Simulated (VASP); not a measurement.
A run of VASP 6.6.1:

File POSCAR:

```
In
1.0
    2.9602725575      0.0000000000      0.0000000000
    0.0000000000      2.9602725575      0.0000000000
    0.0000000000      0.0000000000      2.9602725575
In
1
Direct
    0.0000000000      0.0000000000      0.0000000000
```

Contents of INCAR.step1:

```
SYSTEM = In
ALGO = Normal
EDIFF = 1E-4
ENCUT = 520
GGA = PE
ISMEAR = -1
LASPH = .True.
LCHARG = .False.
LREAL = .False.
LWAVE = .True.
NBANDS = 12
NELM = 100
PREC = Accurate
SIGMA = 0.1
```

The input INCAR.step2:

```
SYSTEM = In
ALGO = Normal
EDIFF = 1E-6
ENCUT = 520
ISIF = 2
ISMEAR = -1
ISTART = 1
LASPH = .True.
LCHARG = .True.
LELF = .True.
LMIXTAU = .True.
LREAL = .False.
LVHAR = .True.
LWAVE = .False.
METAGGA = R2SCAN
NBANDS = 12
NELM = 100
PREC = Accurate
SIGMA = 0.1
```

The input KPOINTS:

```
k-points
0
Gamma
  12 12 12
  0 0 0
```

Potentials or basis: VASP PAW PBE potentials, release 64 (In_d).

Run with:

```bash
$ cat potpaw_PBE.64/In_d/POTCAR > POTCAR
$ cp INCAR.step1 INCAR
$ mpirun -np 1 vasp_std > vasp.out
$ cp INCAR.step2 INCAR
$ mpirun -np 1 vasp_std > vasp.out
```

Hardware: 1 thread of Intel Xeon 8259CL, on a shared host.

Task: Estimate the wall time of this run.

Result: It took 100 s on 1 thread of Intel Xeon 8259CL, on a shared host, peak memory 0.16 GiB. Counts: k points 84.
